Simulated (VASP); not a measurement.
# CsPbBr3 (Pm-3m) in VASP: further runs

Aim: see how the results for CsPbBr3 move with the level of theory and the settings. Levels: PBE, r2SCAN. Tasks: single point.

Program: VASP 6.6.1. These are calculated values, not measurements. Logs are shortened: lines on timing, memory, paths and dates and some standing lists are left out, and cuts for length are marked.

**1. The cell of the first run**

The structure is cubic, space group Pm-3m (No. 221). The conventional cell has a = 6.069 Å, b = 6.069 Å, c = 6.069 Å, α = 90.00°, β = 90.00°, γ = 90.00°. Cs (site symmetry m-3m) has 12 Br at 4.29 Å and 8 Pb at 5.26 Å within 5.6 Å. Pb (site symmetry m-3m) has 6 Br at 3.03 Å within 4.0 Å. Br (site symmetry 4/mmm) has 2 Pb at 3.03 Å within 4.0 Å.

**2. Single point, PBE (volume changed by +3%)**

File INCAR:

```
ALGO = Normal ; EDIFF = 1E-6
ENCUT = 520 ; GGA = PE
ISIF = 2 ; ISMEAR = 0
LASPH = True ; LCHARG = False
LREAL = False ; LWAVE = False
NBANDS = 30 ; NELM = 60
PREC = Accurate ; SIGMA = 0.01
```

File KPOINTS:

```
k-points
0
Gamma
  4 4 4
```

File POSCAR:

```
CsPbBr3
1.0
    6.0690163594      0.0000000000      0.0000000000
    0.0000000000      6.0690163594      0.0000000000
    0.0000000000      0.0000000000      6.0690163594
Cs Pb Br
1 1 3
Direct
    0.0000000000      0.0000000000      0.0000000000
    0.5000000000      0.5000000000      0.5000000000
    0.5000000000      0.5000000000      0.0000000000
    0.5000000000      0.0000000000      0.5000000000
    0.0000000000      0.5000000000      0.5000000000
```

Potentials or basis: VASP PAW PBE potentials, release 64 (Cs_sv, Pb_d, Br).

Started as:

```sh
> cat potpaw_PBE.64/Cs_sv/POTCAR potpaw_PBE.64/Pb_d/POTCAR potpaw_PBE.64/Br/POTCAR > POTCAR
> mpirun -np 1 vasp_std > vasp.out
```

OUTCAR:

```text
EDIFF = 1E-6
   ENCUT = 520
   GGA = PE
   ISIF = 2
   ISMEAR = 0
   LASPH = True
   LREAL = False
   NELM = 60
   PREC = Accurate

 ion  position               nearest neighbor table
   1  0.000  0.000  0.000-
   2  0.500  0.500  0.500-   3 3.03   4 3.03   5 3.03   3 3.03   4 3.03   5 3.03
   3  0.500  0.500  0.000-   2 3.03   2 3.03
   4  0.500  0.000  0.500-   2 3.03   2 3.03
   5  0.000  0.500  0.500-   2 3.03   2 3.03

  LATTYP: Found a simple cubic cell.
 ALAT       =     6.0690163594

  Lattice vectors:

 A1 = (   6.0690163594,   0.0000000000,   0.0000000000)
 A2 = (   0.0000000000,   6.0690163594,   0.0000000000)
 A3 = (   0.0000000000,   0.0000000000,   6.0690163594)

Analysis of symmetry for initial positions (statically):
=====================================================================
 Subroutine PRICEL returns:
 Original cell was already a primitive cell.

 Routine SETGRP: Setting up the symmetry group for a
 simple cubic supercell.

 Subroutine GETGRP returns: Found 48 space group operations
 (whereof 48 operations were pure point group operations)
 out of a pool of 48 trial point group operations.

The static configuration has the point symmetry O_h .

Analysis of symmetry for dynamics (positions and initial velocities):
=====================================================================
 Subroutine PRICEL returns:
 Original cell was already a primitive cell.

 Routine SETGRP: Setting up the symmetry group for a
 simple cubic supercell.

 Subroutine GETGRP returns: Found 48 space group operations
 (whereof 48 operations were pure point group operations)
 out of a pool of 48 trial point group operations.

The dynamic configuration has the point symmetry O_h .

 Subroutine INISYM returns: Found 48 space group operations
 (whereof 48 operations are pure point group operations),
 and found     1 'primitive' translations

----------------------------------------------------------------------------------------

                                     Primitive cell

  volume of cell :     223.5398

  direct lattice vectors                    reciprocal lattice vectors
     6.069016359  0.000000000  0.000000000     0.164771347  0.000000000  0.000000000
     0.000000000  6.069016359  0.000000000     0.000000000  0.164771347  0.000000000
     0.000000000  0.000000000  6.069016359     0.000000000  0.000000000  0.164771347

  length of vectors
     6.069016359  6.069016359  6.069016359     0.164771347  0.164771347  0.164771347

  position of ions in fractional coordinates (direct lattice)
     0.000000000  0.000000000  0.000000000
     0.500000000  0.500000000  0.500000000
     0.500000000  0.500000000  0.000000000
     0.500000000  0.000000000  0.500000000
     0.000000000  0.500000000  0.500000000

  ion indices of the primitive-cell ions
   primitive index   ion index
                 1           1
                 2           2
                 3           3
                 4           4
                 5           5

----------------------------------------------------------------------------------------

 KPOINTS: k-points

Automatic generation of k-mesh.
 Grid dimensions read from file:
 generate k-points for:    4    4    4

 Generating k-lattice:

  Cartesian coordinates                     Fractional coordinates (reciprocal lattice)
     0.041192837  0.000000000  0.000000000     0.250000000  0.000000000  0.000000000
     0.000000000  0.041192837  0.000000000     0.000000000  0.250000000  0.000000000
     0.000000000  0.000000000  0.041192837     0.000000000  0.000000000  0.250000000

  Length of vectors
     0.041192837  0.041192837  0.041192837

  Shift w.r.t. Gamma in fractional coordinates (k-lattice)
     0.000000000  0.000000000  0.000000000

 Subroutine IBZKPT returns following result:
 ===========================================

 Found     10 irreducible k-points:

 Following reciprocal coordinates:
            Coordinates               Weight
  0.000000  0.000000  0.000000      1.000000
  0.250000  0.000000  0.000000      6.000000
  0.500000  0.000000  0.000000      3.000000
  0.250000  0.250000  0.000000     12.000000
  0.500000  0.250000  0.000000     12.000000
  0.500000  0.500000  0.000000      3.000000
  0.250000  0.250000  0.250000      8.000000
  0.500000  0.250000  0.250000     12.000000
  0.500000  0.500000  0.250000      6.000000
  0.500000  0.500000  0.500000      1.000000
   k-points           NKPTS =     10   k-points in BZ     NKDIM =     10   number of bands    NBANDS=     30
   number of dos      NEDOS =    301   number of ions     NIONS =      5
   total plane-waves  NPLWV = 110592
   dimension x,y,z NGX =    48 NGY =   48 NGZ =   48
   dimension x,y,z NGXF=    96 NGYF=   96 NGZF=   96
   ions per type =               1   1   3
   NGX,Y,Z   is equivalent  to a cutoff of  13.15, 13.15, 13.15 a.u.
   NGXF,Y,Z  is equivalent  to a cutoff of  26.30, 26.30, 26.30 a.u.
 SYSTEM =  unknown system
   PREC   = accura    normal or accurate (medium, high low for compatibility)
   ISTART =      0    job   : 0-new  1-cont  2-samecut
   ICHARG =      2    charge: 1-file 2-atom 10-const
   ISPIN  =      1    spin polarized calculation?
   LNONCOLLINEAR =      F non collinear calculations
   LSORBIT =      F    spin-orbit coupling
   LASPH  =      T    aspherical Exc in radial PAW
   ENCUT  =  520.0 eV  38.22 Ry    6.18 a.u.  11.28 11.28 11.28*2*pi/ulx,y,z
   NELM   =     60;   NELMIN=  2; NELMDL= -5     # of ELM steps
   EDIFF  = 0.1E-05   stopping-criterion for ELM
   LREAL  =      F    real-space projection
   EDIFFG = 0.1E-04   stopping-criterion for IOM
   NSW    =      0    number of steps for IOM
   IBRION =     -1    ionic relax: 0-MD 1-quasi-New 2-CG
   NFREE  =      0    steps in history (QN), initial steepest desc. (CG)
   ISIF   =      2    stress and relaxation
   ISYM   =      2    0-nonsym 1-usesym 2-fastsym
   POTIM  = 0.5000    time-step for ionic-motion
   TEBEG  =    0.0;   TEEND  =   0.0 temperature during run
   PSTRESS=    0.0 pullay stress
   NELECT =      44.0000    total number of electrons
   NUPDOWN=      -1.0000    fix difference up-down
   EMIN   =  10.00;   EMAX   =-10.00  energy-range for DOS
   EFERMI =   0.00;   METHOD = LEGACY
   ISMEAR =     0;   SIGMA  =   0.01  broadening in eV -4-tet -1-fermi 0-gaus
   EFERMI_NEDOS =   21; number of points for ismear=-14 and -15
   IALGO  =     38    algorithm
   IMIX   =      4    mixing-type and parameters
     AMIX     =   0.40;   BMIX     =  1.00
     AMIX_MAG =   1.60;   BMIX_MAG =  1.00
  volume/ion in A,a.u.               =      44.71       301.70
  Fermi-wavevector in a.u.,A,eV,Ry     =   0.952301  1.799587 12.338804  0.906877
  Thomas-Fermi vector in A             =   2.080851
   LORBIT       =      0    0 simple, 1 ext, 2 COOP (PROOUT), +10 PAW based schemes
   GGA     = PE    functional components
   LHFCALC =     F    Hartree Fock is set to
   AEXX    =    0.0000 exact exchange contribution
   IVDW    =     0    specifies the selected vdW correction
   LEPSILON=     F    determine dielectric tensor
   LRPA    =     F    only Hartree local field effects (RPA)
 non-spin polarized calculation
 Gauss-broadening in eV      SIGMA  =   0.01
  energy-cutoff  :      520.00
  volume of cell :      223.54
 maximum number of plane-waves:      6062
 NGX is ok and might be reduce to    48
   NGX = 23   NGY = 23   NGZ = 23

 number of electron      44.0000002 magnetization

 Free energy of the ion-electron system (eV)
  ---------------------------------------------------
  ext. energy  EPLUGINS =         0.00000000
  ---------------------------------------------------
  free energy    TOTEN  =       -15.86334909 eV

  energy without entropy =      -15.86334909  energy(sigma->0) =      -15.86334909

 E-fermi :   0.3544     XC(G=0):  -7.2300

 val. band max:        0.2246847459   @ k =   0.5000   0.5000   0.5000
 cond. band min:       2.1097349410   @ k =   0.5000   0.5000   0.5000
 fundamental gap:      1.8850501951
 Fermi energy:         0.3544288848

 k-point     1 :       0.0000    0.0000    0.0000
  band No.  band energies     occupation
      1     -20.8649      2.00000
      2     -16.3241      2.00000
      3     -16.3241      2.00000
      4     -16.2384      2.00000
      5     -16.2384      2.00000
      6     -16.2384      2.00000
[... 22 lines left out ...]
     29       5.9785      0.00000
     30       5.9785      0.00000

 k-point     2 :       0.2500    0.0000    0.0000
  band No.  band energies     occupation
      1     -20.8647      2.00000
      2     -16.3240      2.00000
      3     -16.3070      2.00000
      4     -16.2387      2.00000
      5     -16.2387      2.00000
      6     -16.2384      2.00000
[... 22 lines left out ...]
     29       5.8117      0.00000
     30       6.2881      0.00000

 k-point     3 :       0.5000    0.0000    0.0000
  band No.  band energies     occupation
      1     -20.8644      2.00000
      2     -16.3240      2.00000
      3     -16.2897      2.00000
      4     -16.2390      2.00000
      5     -16.2390      2.00000
      6     -16.2384      2.00000
[... 22 lines left out ...]
     29       6.1102      0.00000
     30       7.0262      0.00000

 k-point     4 :       0.2500    0.2500    0.0000
  band No.  band energies     occupation
      1     -20.8644      2.00000
      2     -16.3156      2.00000
      3     -16.2980      2.00000
      4     -16.2389      2.00000
      5     -16.2387      2.00000
      6     -16.2387      2.00000
[... 154 lines left out ...]
     29       6.3395      0.00000
     30       6.3437      0.00000

 k-point     9 :       0.5000    0.5000    0.2500
  band No.  band energies     occupation
      1     -20.8637      2.00000
      2     -16.2892      2.00000
      3     -16.2707      2.00000
      4     -16.2395      2.00000
      5     -16.2392      2.00000
      6     -16.2392      2.00000
[... 22 lines left out ...]
     29       6.0688      0.00000
     30       6.5551      0.00000

 k-point    10 :       0.5000    0.5000    0.5000
  band No.  band energies     occupation
      1     -20.8635      2.00000
      2     -16.2707      2.00000
      3     -16.2707      2.00000
      4     -16.2395      2.00000
      5     -16.2395      2.00000
      6     -16.2395      2.00000
[... 22 lines left out ...]
     29       5.8370      0.00000
     30       6.9479      0.00000

------------------------ aborting loop because EDIFF is reached ----------------------------------------

  FORCE on cell =-STRESS in cart. coord.  units (eV):
  Direction    XX          YY          ZZ          XY          YZ          ZX
  --------------------------------------------------------------------------------------
  -------------------------------------------------------------------------------------
  Total       -0.7208897     -0.7208897     -0.7208897     -0.0000000      0.0000000     -0.0000000
  in kB       -5.1668337     -5.1668337     -5.1668337     -0.0000000      0.0000000     -0.0000000
  external PRESSURE =      -5.1668337 kB  Pullay stress =       0.0000000 kB

 VOLUME and BASIS-vectors are now :
 -----------------------------------------------------------------------------
  energy-cutoff  :      520.00
  volume of cell :      223.54
      direct lattice vectors                 reciprocal lattice vectors
     6.069016359  0.000000000  0.000000000     0.164771347  0.000000000  0.000000000
     0.000000000  6.069016359  0.000000000     0.000000000  0.164771347  0.000000000
     0.000000000  0.000000000  6.069016359     0.000000000  0.000000000  0.164771347

 POSITION                                       TOTAL-FORCE (eV/Angst)
 -----------------------------------------------------------------------------------
      0.00000      0.00000      0.00000         0.000000      0.000000      0.000000
      3.03451      3.03451      3.03451         0.000000      0.000000      0.000000
      3.03451      3.03451      0.00000         0.000000      0.000000      0.000000
      3.03451      0.00000      3.03451         0.000000      0.000000      0.000000
      0.00000      3.03451      3.03451         0.000000      0.000000      0.000000
 -----------------------------------------------------------------------------------
    total drift:                                0.000000     -0.000000     -0.000000

  FREE ENERGIE OF THE ION-ELECTRON SYSTEM (eV)
  ---------------------------------------------------
  free  energy   TOTEN  =       -15.8633490945 eV

  energy  without entropy=      -15.8633490945  energy(sigma->0) =      -15.86334909
```

It took 44 s on 1 thread of Intel Xeon Platinum 8488C (Sapphire Rapids), shared host; peak memory 0.35 GiB.

What came out:

```yaml
Free_energy: -15.8633 eV
Pressure: -0.5 GPa
Band_gap_on_the_k_mesh: 1.89 eV, direct
```

Caveat: spin-orbit coupling is left out, which moves the levels of the heavy elements. A k mesh can miss the band edges.

[end of part 1 of 2]
